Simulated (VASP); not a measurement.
# Al2GaP3 (P-3m1) in VASP: a series of runs, part 2 of 3

VASP 6.6.1. Earlier steps stand in the parts before.

## (4) Single point, PBE

This run uses another cell than the first one, of 19.92 Å³/atom, 1.062 times its volume.

The input, INCAR:

```
SYSTEM = Al2GaP3
  ALGO = Normal
  EDIFF = 1E-6
  ENCUT = 520
  GGA = PE
  ISIF = 2
  ISMEAR = 0
  LASPH = .True.
  LCHARG = .False.
  LREAL = .False.
  LWAVE = .False.
  NBANDS = 26
  NELM = 60
  PREC = Accurate
  SIGMA = 0.1
```

The input, KPOINTS:

```
k-points
0
Gamma
  6 6 2
  0 0 0
```

The input, POSCAR:

```
Al2GaP3
1.0
    4.2948992100      0.0000000000      0.0000000000
   -2.1474496000      3.7194918200      0.0000000000
    0.0000000000      0.0000000000      7.4830981300
Al Ga P
2 1 3
Direct
    0.3333333300      0.6666666700      0.6414740200
    0.6666666700      0.3333333300      0.3585259800
    0.0000000000      0.0000000000      0.0000000000
    0.5000000000      0.0000000000      0.5000000000
    0.0000000000      0.5000000000      0.5000000000
    0.5000000000      0.5000000000      0.5000000000
```

Potentials or basis: VASP PAW PBE potentials, release 64 (Al, Ga_d, P).

On the command line:

```bash
$ cat potpaw_PBE.64/Al/POTCAR potpaw_PBE.64/Ga_d/POTCAR potpaw_PBE.64/P/POTCAR > POTCAR
$ mpirun -np 1 vasp_std > vasp.out
```

OUTCAR:

```text
SYSTEM = Al2GaP3
   EDIFF = 1E-6
   ENCUT = 520
   GGA = PE
   ISIF = 2
   ISMEAR = 0
   LASPH = .True.
   LREAL = .False.
   NELM = 60
   PREC = Accurate

 ion  position               nearest neighbor table
   1  0.333  0.667  0.641-   4 1.63   5 1.63   6 1.63   2 3.26   2 3.26   2 3.26
   2  0.667  0.333  0.359-   4 1.63   5 1.63   6 1.63   1 3.26   1 3.26   1 3.26
   3  0.000  0.000  0.000-
   4  0.500  0.000  0.500-   1 1.63   2 1.63   6 2.15   6 2.15   5 2.15   5 2.15
   5  0.000  0.500  0.500-   1 1.63   2 1.63   6 2.15   6 2.15   4 2.15   4 2.15
   6  0.500  0.500  0.500-   1 1.63   2 1.63   4 2.15   4 2.15   5 2.15   5 2.15

[... 600 lines left out ...]
  -------------------------------------------------------------------------------------
  Total       83.6821702     83.6821701    103.6371925      0.0000001      0.0000000      0.0000000
  in kB     1121.5676963   1121.5676948   1389.0190339      0.0000015      0.0000000      0.0000000
  external PRESSURE =    1210.7181417 kB  Pullay stress =       0.0000000 kB

 VOLUME and BASIS-vectors are now :
 -----------------------------------------------------------------------------
  energy-cutoff  :      520.00
  volume of cell :      119.54
      direct lattice vectors                 reciprocal lattice vectors
     4.294899210  0.000000000  0.000000000     0.232834335  0.134426966  0.000000000
    -2.147449600  3.719491820  0.000000000     0.000000000  0.268853932  0.000000000
     0.000000000  0.000000000  7.483098130     0.000000000  0.000000000  0.133634490

 POSITION                                       TOTAL-FORCE (eV/Angst)
 -----------------------------------------------------------------------------------
     -0.00000      2.47966      4.80021         0.000000     -0.000000     50.224046
      2.14745      1.23983      2.68289        -0.000000      0.000000    -50.224046
      0.00000      0.00000      0.00000        -0.000000      0.000000      0.000000
      2.14745      0.00000      3.74155        -0.000000      0.000000      0.000000
     -1.07372      1.85975      3.74155        -0.000000      0.000000      0.000000
      1.07372      1.85975      3.74155        -0.000000      0.000000      0.000000
 -----------------------------------------------------------------------------------
    total drift:                                0.000000     -0.000000     -0.000000

  FREE ENERGIE OF THE ION-ELECTRON SYSTEM (eV)
  ---------------------------------------------------
  free  energy   TOTEN  =        13.7741237538 eV

  energy  without entropy=       13.7869859304  energy(sigma->0) =       13.78055484
```

stdout:

```text
POSCAR found type information on POSCAR AlGaP
 POSCAR found :  3 types and       6 ions
 scaLAPACK will be used
 LDA part: xc-table for (Slater+PW92), standard interpolation
 POSCAR, INCAR and KPOINTS ok, starting setup
 FFT: planning ... GRIDC
 FFT: planning ... GRID_SOFT
 FFT: planning ... GRID
 WAVECAR not read
 entering main loop
```

Wall time 35 s (1 thread of Intel Xeon Platinum 8259CL at 2.50GHz (Skylake/Cascade Lake), shared host); peak memory 0.24 GiB.

What came out:

- Free energy: 13.7741 eV
- Pressure: 121.1 GPa
- Largest force: 50.224 eV/Å
- Band gap on the k mesh: zero (band 17 reaches 6.48 eV, above the bottom of band 18 at 5.10 eV)

Forces on the atoms (eV/Å):
```
Al    0.000   0.000  50.224
Al    0.000   0.000 -50.224
Ga    0.000   0.000   0.000
P     0.000   0.000   0.000
P     0.000   0.000   0.000
P     0.000   0.000   0.000
```

Stress tensor (GPa, compression positive):
```
112.16   0.00   0.00
  0.00 112.16   0.00
  0.00   0.00 138.90
```

Caveat: the k points lie up to 0.42 Å⁻¹ apart; forces of over 1 eV/Å act on the atoms, so gaps and moduli don't describe the material at rest.

## (5) Single point, PBE

This run uses another cell than the first one, of 17.87 Å³/atom, 0.952 times its volume.

The input, INCAR:

```
ALGO     = Normal         # electronic algorithm
EDIFF    = 1E-7           # SCF threshold, eV
ENCUT    = 520            # plane-wave cutoff, eV
GGA      = PE             # functional
ISIF     = 2              # what is computed and relaxed
ISMEAR   = 0              # smearing method
LASPH    = True           # aspherical terms in the spheres
LCHARG   = False          # write CHGCAR
LREAL    = False          # projectors in reciprocal space
LWAVE    = False          # write WAVECAR
NBANDS   = 26             # bands
NELM     = 100            # most SCF steps
PREC     = Accurate       # precision mode
SIGMA    = 0.1            # smearing width, eV
```

The input, KPOINTS:

```
k-points
0
Gamma
  6 6 4
```

The input, POSCAR:

```
Al2GaP3
1.0
    4.8317809094      0.0000000000      0.0000000000
   -2.4158904547      4.1844450131      0.0000000000
    0.0000000000      0.0000000000      5.3031475072
Al Ga P
2 1 3
Direct
    0.3333333333      0.6666666667      0.9174714431
    0.6666666667      0.3333333333      0.0825285569
    0.0000000000      0.0000000000      0.0000000000
    0.5000000000      0.0000000000      0.5000000000
    0.0000000000      0.5000000000      0.5000000000
    0.5000000000      0.5000000000      0.5000000000
```

Potentials or basis: VASP PAW PBE potentials, release 64 (Al, Ga_d, P).

On the command line:

```bash
$ cat potpaw_PBE.64/Al/POTCAR potpaw_PBE.64/Ga_d/POTCAR potpaw_PBE.64/P/POTCAR > POTCAR
$ mpirun -np 1 vasp_std > vasp.out
```

OUTCAR:

```text
EDIFF = 1E-7
   ENCUT = 520
   GGA = PE
   ISIF = 2
   ISMEAR = 0
   LASPH = True
   LREAL = False
   NELM = 100
   PREC = Accurate

 ion  position               nearest neighbor table
   1  0.333  0.667  0.917-   5 2.62   4 2.62   6 2.62   3 2.82   3 2.82   3 2.82   2 2.92   2 2.92
                             2 2.92
   2  0.667  0.333  0.083-   5 2.62   4 2.62   6 2.62   3 2.82   3 2.82   3 2.82   1 2.92   1 2.92
                             1 2.92
   3  0.000  0.000  0.000-   1 2.82   2 2.82   2 2.82   1 2.82   2 2.82   1 2.82
   4  0.500  0.000  0.500-   5 2.42   6 2.42   6 2.42   5 2.42   1 2.62   2 2.62
   5  0.000  0.500  0.500-   6 2.42   6 2.42   4 2.42   4 2.42   1 2.62   2 2.62
   6  0.500  0.500  0.500-   5 2.42   5 2.42   4 2.42   4 2.42   1 2.62   2 2.62

  LATTYP: Found a hexagonal cell.
 ALAT       =     4.8317809094
 C/A-ratio  =     1.0975554576

  Lattice vectors:

 A1 = (   4.8317809094,   0.0000000000,   0.0000000000)
 A2 = (  -2.4158904547,   4.1844450131,   0.0000000000)
 A3 = (   0.0000000000,   0.0000000000,   5.3031475072)

Analysis of symmetry for initial positions (statically):
=====================================================================
 Subroutine PRICEL returns:
 Original cell was already a primitive cell.

 Routine SETGRP: Setting up the symmetry group for a
 hexagonal supercell.

 Subroutine GETGRP returns: Found 12 space group operations
 (whereof 12 operations were pure point group operations)
 out of a pool of 24 trial point group operations.

The static configuration has the point symmetry D_3d.

Analysis of symmetry for dynamics (positions and initial velocities):
=====================================================================
 Subroutine PRICEL returns:
 Original cell was already a primitive cell.

 Routine SETGRP: Setting up the symmetry group for a
 hexagonal supercell.

 Subroutine GETGRP returns: Found 12 space group operations
 (whereof 12 operations were pure point group operations)
 out of a pool of 24 trial point group operations.

The dynamic configuration has the point symmetry D_3d.

 Subroutine INISYM returns: Found 12 space group operations
 (whereof 12 operations are pure point group operations),
 and found     1 'primitive' translations

----------------------------------------------------------------------------------------

                                     Primitive cell

  volume of cell :     107.2207

  direct lattice vectors                    reciprocal lattice vectors
     4.831780909  0.000000000  0.000000000     0.206963026  0.119490159  0.000000000
    -2.415890455  4.184445013  0.000000000     0.000000000  0.238980318  0.000000000
     0.000000000  0.000000000  5.303147507     0.000000000  0.000000000  0.188567261

  length of vectors
     4.831780909  4.831780909  5.303147507     0.238980318  0.238980318  0.188567261

  position of ions in fractional coordinates (direct lattice)
     0.333333333  0.666666667  0.917471443
     0.666666667  0.333333333  0.082528557
     0.000000000  0.000000000  0.000000000
     0.500000000  0.000000000  0.500000000
     0.000000000  0.500000000  0.500000000
     0.500000000  0.500000000  0.500000000

[... 34 lines left out ...]

 Following reciprocal coordinates:
            Coordinates               Weight
  0.000000  0.000000  0.000000      1.000000
  0.166667  0.000000  0.000000      6.000000
  0.333333  0.000000  0.000000      6.000000
  0.500000  0.000000  0.000000      3.000000
  0.166667  0.166667  0.000000      6.000000
  0.333333  0.166667  0.000000     12.000000
[... 16 lines left out ...]
  0.333333  0.166667  0.500000     12.000000
  0.333333  0.333333  0.500000      2.000000
   k-points           NKPTS =     24   k-points in BZ     NKDIM =     24   number of bands    NBANDS=     26
   number of dos      NEDOS =    301   number of ions     NIONS =      6
   total plane-waves  NPLWV =  51840
   dimension x,y,z NGX =    36 NGY =   36 NGZ =   40
   dimension x,y,z NGXF=    72 NGYF=   72 NGZF=   80
   ions per type =               2   1   3
   NGX,Y,Z   is equivalent  to a cutoff of  12.39, 12.39, 12.54 a.u.
   NGXF,Y,Z  is equivalent  to a cutoff of  24.77, 24.77, 25.08 a.u.
 SYSTEM =  unknown system
   PREC   = accura    normal or accurate (medium, high low for compatibility)
   ISTART =      0    job   : 0-new  1-cont  2-samecut
   ICHARG =      2    charge: 1-file 2-atom 10-const
   ISPIN  =      1    spin polarized calculation?
   LNONCOLLINEAR =      F non collinear calculations
   LSORBIT =      F    spin-orbit coupling
   LASPH  =      T    aspherical Exc in radial PAW
   ENCUT  =  520.0 eV  38.22 Ry    6.18 a.u.   8.98  8.98  9.86*2*pi/ulx,y,z
   NELM   =    100;   NELMIN=  2; NELMDL= -5     # of ELM steps
   EDIFF  = 0.1E-06   stopping-criterion for ELM
   LREAL  =      F    real-space projection
   EDIFFG = 0.1E-05   stopping-criterion for IOM
   NSW    =      0    number of steps for IOM
   IBRION =     -1    ionic relax: 0-MD 1-quasi-New 2-CG
   NFREE  =      0    steps in history (QN), initial steepest desc. (CG)
   ISIF   =      2    stress and relaxation
   ISYM   =      2    0-nonsym 1-usesym 2-fastsym
   POTIM  = 0.5000    time-step for ionic-motion
   TEBEG  =    0.0;   TEEND  =   0.0 temperature during run
   PSTRESS=    0.0 pullay stress
   NELECT =      34.0000    total number of electrons
   NUPDOWN=      -1.0000    fix difference up-down
   EMIN   =  10.00;   EMAX   =-10.00  energy-range for DOS
   EFERMI =   0.00;   METHOD = LEGACY
   ISMEAR =     0;   SIGMA  =   0.10  broadening in eV -4-tet -1-fermi 0-gaus
   EFERMI_NEDOS =   21; number of points for ismear=-14 and -15
   IALGO  =     38    algorithm
   IMIX   =      4    mixing-type and parameters
     AMIX     =   0.40;   BMIX     =  1.00
     AMIX_MAG =   1.60;   BMIX_MAG =  1.00
  volume/ion in A,a.u.               =      17.87       120.59
  Fermi-wavevector in a.u.,A,eV,Ry     =   1.116370  2.109634 16.956699  1.246282
  Thomas-Fermi vector in A             =   2.252983
   LORBIT       =      0    0 simple, 1 ext, 2 COOP (PROOUT), +10 PAW based schemes
   GGA     = PE    functional components
   LHFCALC =     F    Hartree Fock is set to
   AEXX    =    0.0000 exact exchange contribution
   IVDW    =     0    specifies the selected vdW correction
   LEPSILON=     F    determine dielectric tensor
   LRPA    =     F    only Hartree local field effects (RPA)
 non-spin polarized calculation
 Gauss-broadening in eV      SIGMA  =   0.10
  energy-cutoff  :      520.00
  volume of cell :      107.22
 maximum number of plane-waves:      2916
   NGX = 17   NGY = 17   NGZ = 19

 number of electron      33.9999982 magnetization

 Free energy of the ion-electron system (eV)
  ---------------------------------------------------
  ext. energy  EPLUGINS =         0.00000000
  ---------------------------------------------------
  free energy    TOTEN  =       -24.89020744 eV

  energy without entropy =      -24.86460580  energy(sigma->0) =      -24.87740662

 E-fermi :   6.9213     XC(G=0): -10.2552

 val. band max:        6.9140501378   @ k =   0.0000   0.0000   0.2500
 cond. band min:       6.9525485507   @ k =   0.0000   0.1667   0.2500
 fundamental gap:      0.0384984129
 Fermi energy:         6.9213432970

 k-point     1 :       0.0000    0.0000    0.0000
  band No.  band energies     occupation
      1      -8.1203      2.00000
      2      -8.0779      2.00000
      3      -8.0779      2.00000
      4      -8.0283      2.00000
      5      -8.0283      2.00000
      6      -7.8379      2.00000
[... 685 lines left out ...]
     25      10.5481      0.00000
     26      10.7184      0.00000

------------------------ aborting loop because EDIFF is reached ----------------------------------------

  FORCE on cell =-STRESS in cart. coord.  units (eV):
  Direction    XX          YY          ZZ          XY          YZ          ZX
  --------------------------------------------------------------------------------------
  -------------------------------------------------------------------------------------
  Total       -0.2002217     -0.2002217     -0.1887647      0.0000000     -0.0000000      0.0000000
  in kB       -2.9918710     -2.9918710     -2.8206711      0.0000000     -0.0000000      0.0000000
  external PRESSURE =      -2.9348044 kB  Pullay stress =       0.0000000 kB

 VOLUME and BASIS-vectors are now :
 -----------------------------------------------------------------------------
  energy-cutoff  :      520.00
  volume of cell :      107.22
      direct lattice vectors                 reciprocal lattice vectors
     4.831780909  0.000000000  0.000000000     0.206963026  0.119490159  0.000000000
    -2.415890455  4.184445013  0.000000000     0.000000000  0.238980318  0.000000000
     0.000000000  0.000000000  5.303147507     0.000000000  0.000000000  0.188567261

 POSITION                                       TOTAL-FORCE (eV/Angst)
 -----------------------------------------------------------------------------------
     -0.00000      2.78963      4.86549         0.000000     -0.000000      0.007709
      2.41589      1.39482      0.43766        -0.000000      0.000000     -0.007709
      0.00000      0.00000      0.00000         0.000000      0.000000     -0.000000
      2.41589      0.00000      2.65157         0.000000      0.000000     -0.000000
     -1.20795      2.09222      2.65157         0.000000      0.000000     -0.000000
      1.20795      2.09222      2.65157         0.000000      0.000000     -0.000000
 -----------------------------------------------------------------------------------
    total drift:                                0.000000      0.000000      0.000000

  FREE ENERGIE OF THE ION-ELECTRON SYSTEM (eV)
  ---------------------------------------------------
  free  energy   TOTEN  =       -24.8902074436 eV

  energy  without entropy=      -24.8646057951  energy(sigma->0) =      -24.87740662
```

Wall time 44 s (1 thread of Intel Xeon Platinum 8259CL at 2.50GHz (Skylake/Cascade Lake), shared host); peak memory 0.25 GiB.

Results:

```
Free energy            : -24.8902 eV
Pressure               : -0.3 GPa
Largest force          : 0.008 eV/Å
Band gap on the k mesh : zero (band 17 reaches 7.60 eV, above the bottom of band 18 at 5.94 eV)
```

Forces in eV/Å, atoms in the order of the input:
```
Al   0.000  0.000  0.008
Al   0.000  0.000 -0.008
Ga   0.000  0.000  0.000
P    0.000  0.000  0.000
P    0.000  0.000  0.000
P    0.000  0.000  0.000
```

(Continued in part 3 of 3.)
